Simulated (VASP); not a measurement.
Set up this calculation in VASP 6.6.1, as the native input.

- Task: single point
- Functional: PBE
- Potentials or basis: VASP PAW PBE potentials, release 64 (Mn_pv)
- Cutoff: 520 eV
- k mesh: 14 × 14 × 14
- Occupations: fermi-dirac, width 0.136057 eV
- Spin: no spin polarisation
- Dipole correction: no
- Further INCAR settings: ALGO = Normal; EDIFF = 1e-07; NBANDS = 12

The structure of Mn lies in POSCAR:

```
Mn
1.0
    2.2854149534      0.0000000000      0.0000000000
    0.0000000000      2.2854149534      0.0000000000
    0.0000000000      0.0000000000      2.2854149534
Mn
1
Direct
    0.0000000000      0.0000000000      0.0000000000
```

These files were run (other wordings do the same):

INCAR

```
SYSTEM = Mn
  ALGO = Normal
  EDIFF = 1E-7
  ENCUT = 520
  GGA = PE
  ISIF = 2
  ISMEAR = -1
  LASPH = .TRUE.
  LCHARG = .TRUE.
  LELF = .TRUE.
  LREAL = .FALSE.
  LVHAR = .TRUE.
  LWAVE = .FALSE.
  NBANDS = 12
  NELM = 60
  PREC = Accurate
  SIGMA = 0.13605693000000002
```

KPOINTS

```
k-points
0
G
  14 14 14
  0 0 0
```

Potentials or basis: VASP PAW PBE potentials, release 64 (Mn_pv).

The run is started by

```sh
$ cat potpaw_PBE.64/Mn_pv/POTCAR > POTCAR
$ mpirun -np 1 vasp_std > vasp.out
```

Results of the run:

The pressure is 0.4 GPa.

Caveat: the run has no spin polarisation, though such a crystal can be magnetic.

Run time: 28 s on 1 thread of AMD EPYC 7R43 64-Core Processor (Zen 3), with other jobs on the host, peak memory 0.09 GiB.
